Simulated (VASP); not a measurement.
# Ca3Si2N (Fmmm) in VASP: notebook, part 2 of 3

VASP 6.6.1. The steps go on from the part before.

## (3) Single point, PBE

This run uses another cell than the first one, of 31.93 Å³/atom.

The input, INCAR:

```
ALGO = Normal
EDIFF = 1E-7
ENCUT = 520
GGA = PE
ISIF = 2
ISMEAR = 0
LASPH = T
LCHARG = F
LREAL = F
LWAVE = F
NBANDS = 30
NELM = 100
PREC = Accurate
SIGMA = 0.1
```

The input, KPOINTS:

```
k-points
0
Gamma
  4 4 4
```

The input, POSCAR:

```
Ca3Si2N
1.0
    0.0000000000      7.4723625607      5.1222076112
    2.5025954768      0.0000000000      5.1222076112
    2.5025954768      7.4723625607      0.0000000000
Ca Si N
3 2 1
Direct
    0.6475540316      0.3524459684      0.6475540316
    0.3524459684      0.6475540316      0.3524459684
    0.0000000000      0.0000000000      0.0000000000
    0.0000000000      0.5000000000      0.0000000000
    0.5000000000      0.0000000000      0.5000000000
    0.5000000000      0.5000000000      0.5000000000
```

Potentials or basis: VASP PAW PBE potentials, release 64 (Ca_sv, Si, N).

Command:

```
cat potpaw_PBE.64/Ca_sv/POTCAR potpaw_PBE.64/Si/POTCAR potpaw_PBE.64/N/POTCAR > POTCAR
mpirun -np 1 vasp_std > vasp.out
```

It took 3.2 min on 1 thread of Intel Xeon Platinum 8488C (Sapphire Rapids), shared host; peak memory 0.46 GiB.

It converged, with:

```yaml
Free_energy: -23.5751 eV
Pressure: 0.1 GPa
Largest_force: 0.033 eV/Å
Band_gap_on_the_k_mesh: zero (an odd number of electrons rules out a gap without spin polarisation)
```

Forces in eV/Å, atoms in the order of the input:
```
Ca   0.000  0.033  0.000
Ca   0.000 -0.033  0.000
Ca   0.000  0.000  0.000
Si   0.000  0.000  0.000
Si   0.000  0.000  0.000
N    0.000  0.000  0.000
```

Stress tensor (GPa, compression positive):
```
0.14 0.00 0.00
0.00 0.15 0.00
0.00 0.00 0.04
```

Levels at points of the mesh, in eV from the Fermi level:
| k point | band 18 | band 19 | band 20 | band 21 | band 22 | band 23 | band 24 | band 25 |
| --- | --- | --- | --- | --- | --- | --- | --- | --- |
| (0.00, 0.00, 0.00) | -2.85 | -2.48 | -1.88 | -1.66 | 1.25 | 1.34 | 1.49 | 1.56 |
| (0.50, 0.00, 0.00) | -2.44 | -1.23 | -1.12 | -0.28 | 0.10 | 0.37 | 1.14 | 1.68 |
| (0.50, 0.50, 0.00) | -2.42 | -2.03 | -1.68 | -1.13 | -0.70 | 0.14 | 0.29 | 0.43 |
| (0.50, 0.00, 0.50) | -2.85 | -2.50 | -1.67 | -0.39 | -0.28 | 1.57 | 1.79 | 1.83 |
| (0.00, 0.50, 0.50) | -2.54 | -1.85 | -1.64 | -1.17 | -0.67 | 0.12 | 0.41 | 0.95 |

Caveat: the k points lie up to 0.36 Å⁻¹ apart, too coarse for converged energies and pressures of a metal; an odd number of electrons without spin polarisation forces a metal; a magnetic or distorted state may lie lower.

## (4) Relaxation of cell and atoms, PBE

The input, INCAR:

```
PREC     = Accurate       # precision mode
ENCUT    = 600            # plane-wave cutoff, eV
EDIFF    = 1E-6           # SCF threshold, eV
ISMEAR   = 0              # smearing method
SIGMA    = 0.1            # smearing width, eV
LREAL    = F              # projectors in reciprocal space
LASPH    = T              # aspherical terms in the spheres
NELM     = 100            # most SCF steps
ALGO     = Normal         # electronic algorithm
ISIF     = 3              # what is computed and relaxed
LWAVE    = F              # write WAVECAR
LCHARG   = F              # write CHGCAR
GGA      = PE             # functional
IBRION   = 2              # ionic algorithm
NSW      = 90             # ionic steps
EDIFFG   = -0.04          # ionic threshold
```

The input, KPOINTS:

```
Automatic mesh
0
Gamma
  4 4 4
```

The input, POSCAR:

```
Ca3Si2N
1.0
    0.0000000000      4.4219330000      5.0079182200
    2.5648887500      0.0000000000      5.0079182200
    2.5648887500      4.4219330000      0.0000000000
Ca Si N
3 2 1
Direct
    0.6689643800      0.3310356200      0.6689643800
    0.3310356200      0.6689643800      0.3310356200
    0.0000000000      0.0000000000      0.0000000000
    0.0000000000      0.5000000000      0.0000000000
    0.5000000000      0.0000000000      0.5000000000
    0.5000000000      0.5000000000      0.5000000000
```

Command:

```
cat potpaw_PBE.64/Ca_sv/POTCAR potpaw_PBE.64/Si/POTCAR potpaw_PBE.64/N/POTCAR > POTCAR
mpirun -np 1 vasp_std > vasp.out
```

It took 47 min on 1 thread of Intel Xeon Platinum 8488C (Sapphire Rapids), shared host; peak memory 0.38 GiB.

Results (log left out):

```yaml
Free_energy: -23.1299 eV
Relaxed_volume: 29.32 Å³/atom
Relaxed_cell: a = 8.473 Å, b = 5.689 Å, c = 7.243 Å, α = 80.90°, β = 41.53°, γ = 57.58°
Space_group_after_relaxing_to_0.1_Å: Fmmm (No. 69)
Energy_gained_by_relaxing: 1947.2 meV/atom
Ionic_steps: 41
Pressure_after_relaxing: 0.0 GPa
Largest_force_after_relaxing: 0.010 eV/Å
Band_gap_on_the_k_mesh: zero (an odd number of electrons rules out a gap without spin polarisation)
```

Forces in eV/Å, atoms in the order of the input:
```
Ca   0.000  0.010  0.000
Ca   0.000 -0.010  0.000
Ca   0.000  0.000  0.000
Si   0.000  0.000  0.000
Si   0.000  0.000  0.000
N    0.000  0.000  0.000
```

Stress tensor (GPa, compression positive):
```
-0.12  0.00  0.00
 0.00  0.09  0.00
 0.00  0.00 -0.11
```

Step by step:
```tsv
step	energy change (eV)	largest force (eV/Å)	pressure (GPa)	volume (Å³)
1	0.0000	20.9643	41.38	113.60
3	-5.3658	0.4115	-3.97	199.38
5	-7.9670	2.5339	-1.90	152.38
7	-9.2011	1.1276	4.96	128.41
9	-10.0695	1.8407	0.96	139.84
11	-10.8722	1.7818	-2.32	159.49
13	-11.1989	0.1888	0.73	153.53
15	-11.2458	0.0156	-0.37	163.88
17	-11.2708	0.1145	-0.25	162.74
19	-11.3058	0.3903	-0.14	163.28
21	-11.3360	0.6224	0.25	163.00
23	-11.3882	0.5454	0.25	163.58
25	-11.4824	0.2489	1.51	164.56
27	-11.5099	0.3338	0.93	164.52
29	-11.5912	0.1508	0.66	166.54
31	-11.6391	0.2182	0.42	169.70
33	-11.6585	0.1918	-0.42	173.27
35	-11.6728	0.0694	0.50	171.99
37	-11.6741	0.0970	0.31	172.27
39	-11.6799	0.1158	0.02	175.17
41	-11.6832	0.0103	-0.05	175.95
```

Final structure:
```
CELL_PARAMETERS angstrom
0.00000 6.77829 5.08347
2.55316 0.00000 5.08347
2.55316 6.77829 0.00000
ATOMIC_POSITIONS crystal
Ca 0.65911 0.34089 0.65911
Ca 0.34089 0.65911 0.34089
Ca 0.00000 0.00000 0.00000
Si 0.00000 0.50000 0.00000
Si 0.50000 0.00000 0.50000
N 0.50000 0.50000 0.50000
```

Levels at points of the mesh, in eV from the Fermi level:
```csv
k point,band 18,band 19,band 20,band 21,band 22,band 23,band 24,band 25
"(0.00, 0.00, 0.00)",-2.67,-2.57,-1.83,-1.56,1.15,1.62,1.65,1.85
"(0.50, 0.00, 0.00)",-2.34,-1.21,-1.05,-0.22,0.20,0.57,1.08,1.67
"(0.50, 0.50, 0.00)",-2.17,-1.98,-1.67,-1.18,-0.53,0.09,0.37,0.97
"(0.50, 0.00, 0.50)",-2.68,-2.59,-1.50,-0.10,0.03,1.62,1.91,1.98
"(0.00, 0.50, 0.50)",-2.46,-1.72,-1.60,-1.24,-0.52,0.04,0.51,1.00
```

Caveat: the k points lie up to 0.36 Å⁻¹ apart in the final cell, too coarse for converged energies and pressures of a metal; the volume moved by over 15 % at a fixed basis, so the end points are rough; an odd number of electrons without spin polarisation forces a metal; a magnetic or distorted state may lie lower.

## (5) Single point, PBE, collinear spin, ferromagnetic start

The input, INCAR:

```
PREC     = Accurate       # precision mode
ENCUT    = 520            # plane-wave cutoff, eV
EDIFF    = 1E-6           # SCF threshold, eV
ISMEAR   = 0              # smearing method
SIGMA    = 0.1            # smearing width, eV
LREAL    = F              # projectors in reciprocal space
LASPH    = T              # aspherical terms in the spheres
NELM     = 150            # most SCF steps
ALGO     = Normal         # electronic algorithm
ISIF     = 2              # what is computed and relaxed
LWAVE    = F              # write WAVECAR
LCHARG   = F              # write CHGCAR
ISPIN    = 2              # spin polarisation
MAGMOM   = 0 0 0 0 0 1    # initial moments
LORBIT   = 11             # projections on sites
GGA      = PE             # functional
NBANDS   = 34             # bands
```

KPOINTS is that of step 4.

POSCAR is that of step 4.

Command:

```
cat potpaw_PBE.64/Ca_sv/POTCAR potpaw_PBE.64/Si/POTCAR potpaw_PBE.64/N/POTCAR > POTCAR
mpirun -np 1 vasp_std > vasp.out
```

It took 4.2 min on 1 thread of Intel Xeon Platinum 8488C (Sapphire Rapids), shared host; peak memory 0.39 GiB.

The run converged. Its results:

* Free energy: -11.4412 eV
* Pressure: 41.4 GPa
* Largest force: 20.973 eV/Å
* Net moment: 0.00 μB per cell
* Valence electrons inside the program's atomic spheres: Ca 9.26, 8.39 (each value once); Si 1.61; N 4.15

Forces on the atoms (eV/Å):
```
Ca    0.000  20.973   0.000
Ca    0.000 -20.973   0.000
Ca    0.000   0.000   0.000
Si    0.000   0.000   0.000
Si    0.000   0.000   0.000
N     0.000   0.000   0.000
```

Stress tensor (GPa, compression positive):
```
 15.07   0.00   0.00
  0.00 100.70   0.00
  0.00   0.00   8.31
```

Levels at points of the mesh, in eV from the Fermi level:
Spin up:
```csv
k point,band 18,band 19,band 20,band 21,band 22,band 23,band 24,band 25
"(0.00, 0.00, 0.00)",-2.67,-1.74,-0.21,-0.20,0.00,0.32,1.50,2.14
"(0.50, 0.00, 0.00)",-1.56,-1.21,-1.08,-0.81,-0.35,0.88,1.46,2.40
"(0.50, 0.50, 0.00)",-2.72,-2.64,-1.27,-1.22,-0.59,0.59,0.75,2.60
"(0.50, 0.00, 0.50)",-3.36,-2.94,-0.46,0.58,0.96,1.20,1.57,1.75
"(0.00, 0.50, 0.50)",-3.32,-2.93,-2.63,-1.12,-0.67,0.49,1.23,1.50
```
Spin down:
```tsv
k point	band 19	band 20	band 21	band 22	band 23	band 24
(0.00, 0.00, 0.00)	-1.74	-0.21	-0.20	0.00	0.32	1.50
(0.50, 0.00, 0.00)	-1.21	-1.08	-0.81	-0.35	0.88	1.46
(0.50, 0.50, 0.00)	-2.64	-1.27	-1.22	-0.59	0.59	0.75
(0.50, 0.00, 0.50)	-2.94	-0.46	0.58	0.96	1.20	1.57
(0.00, 0.50, 0.50)	-2.93	-2.63	-1.12	-0.67	0.49	1.23
```

Caveat: the k points lie up to 0.39 Å⁻¹ apart; atoms lie so close that the PAW spheres overlap strongly, which falsifies energies and pressures; forces of over 1 eV/Å act on the atoms, so gaps and moduli don't describe the material at rest.

(Part 2 of 3 ends here.)
